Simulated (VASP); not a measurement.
# PbSe (P6_3/mmc) in VASP: further runs, part 2 of 2

VASP 6.6.1. The steps go on from the part before.

### Step 3. Single point, r2SCAN

The input, POSCAR:

```
PbSe
1.0
    5.1741302626      0.0000000000      0.0000000000
   -2.5870651313      4.4809282499      0.0000000000
    0.0000000000      0.0000000000      6.2132838893
Pb Se
2 2
Direct
    0.3333333333      0.6666666667      0.2500000000
    0.6666666667      0.3333333333      0.7500000000
    0.6666666667      0.3333333333      0.2500000000
    0.3333333333      0.6666666667      0.7500000000
```

The input, INCAR.step1:

```
ALGO = Normal
EDIFF = 1E-4
ENCUT = 520
GGA = PE
ISMEAR = 0
LASPH = T
LCHARG = F
LREAL = F
LWAVE = T
NBANDS = 28
NELM = 80
PREC = Accurate
SIGMA = 0.01
```

The input, INCAR.step2:

```
ALGO = Normal
EDIFF = 1E-7
ENCUT = 520
ISIF = 2
ISMEAR = 0
ISTART = 1
LASPH = T
LCHARG = F
LMIXTAU = T
LREAL = F
LWAVE = F
METAGGA = R2SCAN
NBANDS = 28
NELM = 80
PREC = Accurate
SIGMA = 0.01
```

The input, KPOINTS:

```
k-points
0
Gamma
  6 6 4
```

Potentials or basis: VASP PAW PBE potentials, release 64 (Pb_d, Se).

Run with:

```
$ cat potpaw_PBE.64/Pb_d/POTCAR potpaw_PBE.64/Se/POTCAR > POTCAR
$ cp INCAR.step1 INCAR
$ mpirun -np 1 vasp_std > vasp.out
$ cp INCAR.step2 INCAR
$ mpirun -np 1 vasp_std > vasp.out
```

OUTCAR:

```text
EDIFF = 1E-7
   ENCUT = 520
   ISIF = 2
   ISMEAR = 0
   ISTART = 1
   LASPH = T
   LREAL = F
   METAGGA = R2SCAN
   NELM = 80
   PREC = Accurate

 ion  position               nearest neighbor table
   1  0.333  0.667  0.250-   3 2.99   3 2.99   3 2.99   4 3.11   4 3.11
   2  0.667  0.333  0.750-   4 2.99   4 2.99   4 2.99   3 3.11   3 3.11
   3  0.667  0.333  0.250-   1 2.99   1 2.99   1 2.99   2 3.11   2 3.11
   4  0.333  0.667  0.750-   2 2.99   2 2.99   2 2.99   1 3.11   1 3.11

  LATTYP: Found a hexagonal cell.
 ALAT       =     5.1741302626
 C/A-ratio  =     1.2008363868

  Lattice vectors:

 A1 = (   5.1741302626,   0.0000000000,   0.0000000000)
 A2 = (  -2.5870651313,   4.4809282499,   0.0000000000)
 A3 = (   0.0000000000,   0.0000000000,   6.2132838893)

Analysis of symmetry for initial positions (statically):
=====================================================================
 Subroutine PRICEL returns:
 Original cell was already a primitive cell.

 Routine SETGRP: Setting up the symmetry group for a
 hexagonal supercell.

 Subroutine GETGRP returns: Found 24 space group operations
 (whereof 12 operations were pure point group operations)
 out of a pool of 24 trial point group operations.

The static configuration has the point symmetry D_3d.
 The point group associated with its full space group is D_6h.

Analysis of symmetry for dynamics (positions and initial velocities):
=====================================================================
 Subroutine PRICEL returns:
 Original cell was already a primitive cell.

 Routine SETGRP: Setting up the symmetry group for a
 hexagonal supercell.

 Subroutine GETGRP returns: Found 24 space group operations
 (whereof 12 operations were pure point group operations)
 out of a pool of 24 trial point group operations.

The dynamic configuration has the point symmetry D_3d.
 The point group associated with its full space group is D_6h.

 Subroutine INISYM returns: Found 24 space group operations
 (whereof 12 operations are pure point group operations),
 and found     1 'primitive' translations

----------------------------------------------------------------------------------------

                                     Primitive cell

  volume of cell :     144.0544

  direct lattice vectors                    reciprocal lattice vectors
     5.174130263  0.000000000  0.000000000     0.193269197  0.111584023  0.000000000
    -2.587065131  4.480928250  0.000000000     0.000000000  0.223168046  0.000000000
     0.000000000  0.000000000  6.213283889     0.000000000  0.000000000  0.160945487

  length of vectors
     5.174130263  5.174130263  6.213283889     0.223168046  0.223168046  0.160945487

  position of ions in fractional coordinates (direct lattice)
     0.333333333  0.666666667  0.250000000
     0.666666667  0.333333333  0.750000000
     0.666666667  0.333333333  0.250000000
     0.333333333  0.666666667  0.750000000

  ion indices of the primitive-cell ions
   primitive index   ion index
                 1           1
                 2           2
                 3           3
                 4           4

----------------------------------------------------------------------------------------

 KPOINTS: k-points

Automatic generation of k-mesh.
 Grid dimensions read from file:
 generate k-points for:    6    6    4

 Generating k-lattice:

  Cartesian coordinates                     Fractional coordinates (reciprocal lattice)
     0.032211533  0.018597337  0.000000000     0.166666667  0.000000000  0.000000000
     0.000000000  0.037194674  0.000000000     0.000000000  0.166666667  0.000000000
     0.000000000  0.000000000  0.040236372     0.000000000  0.000000000  0.250000000

  Length of vectors
     0.037194674  0.037194674  0.040236372

  Shift w.r.t. Gamma in fractional coordinates (k-lattice)
     0.000000000  0.000000000  0.000000000

 Subroutine IBZKPT returns following result:
 ===========================================

 Found     21 irreducible k-points:

 Following reciprocal coordinates:
            Coordinates               Weight
  0.000000  0.000000  0.000000      1.000000
  0.166667 -0.000000  0.000000      6.000000
  0.333333  0.000000  0.000000      6.000000
  0.500000 -0.000000  0.000000      3.000000
  0.166667  0.166667  0.000000      6.000000
  0.333333  0.166667  0.000000     12.000000
[... 13 lines left out ...]
  0.333333  0.166667  0.500000     12.000000
  0.333333  0.333333  0.500000      2.000000
   k-points           NKPTS =     21   k-points in BZ     NKDIM =     21   number of bands    NBANDS=     28
   number of dos      NEDOS =    301   number of ions     NIONS =      4
   total plane-waves  NPLWV =  76800
   dimension x,y,z NGX =    40 NGY =   40 NGZ =   48
   dimension x,y,z NGXF=    80 NGYF=   80 NGZF=   96
   ions per type =               2   2
   NGX,Y,Z   is equivalent  to a cutoff of  12.85, 12.85, 12.84 a.u.
   NGXF,Y,Z  is equivalent  to a cutoff of  25.70, 25.70, 25.69 a.u.
 SYSTEM =  unknown system
   PREC   = accura    normal or accurate (medium, high low for compatibility)
   ISTART =      1    job   : 0-new  1-cont  2-samecut
   ICHARG =      0    charge: 1-file 2-atom 10-const
   ISPIN  =      1    spin polarized calculation?
   LNONCOLLINEAR =      F non collinear calculations
   LSORBIT =      F    spin-orbit coupling
   LASPH  =      T    aspherical Exc in radial PAW
   ENCUT  =  520.0 eV  38.22 Ry    6.18 a.u.   9.62  9.62 11.55*2*pi/ulx,y,z
   NELM   =     80;   NELMIN=  2; NELMDL=  0     # of ELM steps
   EDIFF  = 0.1E-06   stopping-criterion for ELM
   LREAL  =      F    real-space projection
   EDIFFG = 0.1E-05   stopping-criterion for IOM
   NSW    =      0    number of steps for IOM
   IBRION =     -1    ionic relax: 0-MD 1-quasi-New 2-CG
   NFREE  =      0    steps in history (QN), initial steepest desc. (CG)
   ISIF   =      2    stress and relaxation
   ISYM   =      2    0-nonsym 1-usesym 2-fastsym
   POTIM  = 0.5000    time-step for ionic-motion
   TEBEG  =    0.0;   TEEND  =   0.0 temperature during run
   PSTRESS=    0.0 pullay stress
   NELECT =      40.0000    total number of electrons
   NUPDOWN=      -1.0000    fix difference up-down
   EMIN   =  10.00;   EMAX   =-10.00  energy-range for DOS
   EFERMI =   0.00;   METHOD = LEGACY
   ISMEAR =     0;   SIGMA  =   0.01  broadening in eV -4-tet -1-fermi 0-gaus
   EFERMI_NEDOS =   21; number of points for ismear=-14 and -15
   IALGO  =     38    algorithm
   IMIX   =      4    mixing-type and parameters
     AMIX     =   0.40;   BMIX     =  1.00
     AMIX_MAG =   1.60;   BMIX_MAG =  1.00
  volume/ion in A,a.u.               =      36.01       243.03
  Fermi-wavevector in a.u.,A,eV,Ry     =   1.068036  2.018296 15.520184  1.140701
  Thomas-Fermi vector in A             =   2.203672
   LORBIT       =      0    0 simple, 1 ext, 2 COOP (PROOUT), +10 PAW based schemes
   METAGGA = R2SCAN    functional components
   LHFCALC =     F    Hartree Fock is set to
   AEXX    =    0.0000 exact exchange contribution
   IVDW    =     0    specifies the selected vdW correction
   LEPSILON=     F    determine dielectric tensor
   LRPA    =     F    only Hartree local field effects (RPA)
 non-spin polarized calculation
 Gauss-broadening in eV      SIGMA  =   0.01
  energy-cutoff  :      520.00
  volume of cell :      144.05
 maximum number of plane-waves:      3912
 NGX is ok and might be reduce to    40
   NGX = 19   NGY = 19   NGZ = 23

 number of electron      39.9999997 magnetization

 Free energy of the ion-electron system (eV)
  ---------------------------------------------------
  ext. energy  EPLUGINS =         0.00000000
  ---------------------------------------------------
  free energy    TOTEN  =      -143.40181563 eV

  energy without entropy =     -143.40181563  energy(sigma->0) =     -143.40181563

 E-fermi :   2.9544     XC(G=0):  -8.7478

 val. band max:        2.9045639284   @ k =   0.3333   0.3333   0.5000
 cond. band min:       4.3820172186   @ k =   0.3333   0.3333   0.5000
 fundamental gap:      1.4774532903
 Fermi energy:         2.9544000659

 k-point     1 :       0.0000    0.0000    0.0000
  band No.  band energies     occupation
      1     -14.5637      2.00000
      2     -14.4743      2.00000
      3     -14.4743      2.00000
      4     -14.4737      2.00000
      5     -14.4737      2.00000
      6     -14.4681      2.00000
[... 640 lines left out ...]
     27       9.5979      0.00000
     28       9.5979      0.00000

------------------------ aborting loop because EDIFF is reached ----------------------------------------

  FORCE on cell =-STRESS in cart. coord.  units (eV):
  Direction    XX          YY          ZZ          XY          YZ          ZX
  --------------------------------------------------------------------------------------
  -------------------------------------------------------------------------------------
  Total        0.0019621      0.0019621     -0.0224602      0.0000000     -0.0000000      0.0000000
  in kB        0.0218225      0.0218225     -0.2498030      0.0000000     -0.0000000      0.0000000
  external PRESSURE =      -0.0687193 kB  Pullay stress =       0.0000000 kB

 VOLUME and BASIS-vectors are now :
 -----------------------------------------------------------------------------
  energy-cutoff  :      520.00
  volume of cell :      144.05
      direct lattice vectors                 reciprocal lattice vectors
     5.174130263  0.000000000  0.000000000     0.193269197  0.111584023  0.000000000
    -2.587065131  4.480928250  0.000000000     0.000000000  0.223168046  0.000000000
     0.000000000  0.000000000  6.213283889     0.000000000  0.000000000  0.160945487

 POSITION                                       TOTAL-FORCE (eV/Angst)
 -----------------------------------------------------------------------------------
     -0.00000      2.98729      1.55332        -0.000000      0.000000      0.000000
      2.58707      1.49364      4.65996         0.000000     -0.000000      0.000000
      2.58707      1.49364      1.55332        -0.000000     -0.000000      0.000000
     -0.00000      2.98729      4.65996         0.000000      0.000000      0.000000
 -----------------------------------------------------------------------------------
    total drift:                                0.000000     -0.000000      0.000000

  FREE ENERGIE OF THE ION-ELECTRON SYSTEM (eV)
  ---------------------------------------------------
  free  energy   TOTEN  =      -143.4018156328 eV

  energy  without entropy=     -143.4018156328  energy(sigma->0) =     -143.40181563
```

It took 2.7 min on 1 thread of Intel Xeon Platinum 8559C (Emerald Rapids), shared host; peak memory 0.33 GiB.

What came out:

| Quantity | Value |
| --- | --- |
| Free energy | -143.4018 eV |
| Pressure | 0.0 GPa |
| Band gap on the k mesh | 1.48 eV, direct |

Levels at points of the mesh, in eV from the valence-band top:
| k point | band 16 | band 17 | band 18 | band 19 | band 20 | band 21 | band 22 | band 23 | band 24 | band 25 |
| --- | --- | --- | --- | --- | --- | --- | --- | --- | --- | --- |
| (0.00, 0.00, 0.00) | -3.02 | -3.02 | -1.82 | -1.82 | -1.81 | 1.96 | 1.96 | 3.46 | 3.46 | 4.71 |
| (0.50, 0.00, 0.00) | -3.68 | -2.82 | -2.22 | -2.13 | -0.66 | 2.93 | 3.44 | 4.35 | 4.41 | 5.43 |
| (0.00, 0.00, 0.50) | -2.44 | -2.44 | -2.44 | -1.33 | -1.33 | 2.35 | 2.35 | 2.35 | 2.35 | 2.66 |
| (0.50, 0.00, 0.50) | -3.02 | -1.80 | -1.80 | -0.68 | -0.68 | 1.68 | 1.68 | 3.18 | 3.18 | 4.53 |

Caveat: the PAW data sets were made with another functional, which shifts forces and pressure a little; spin-orbit coupling is left out, which moves the levels of the heavy elements. A k mesh can miss the band edges.
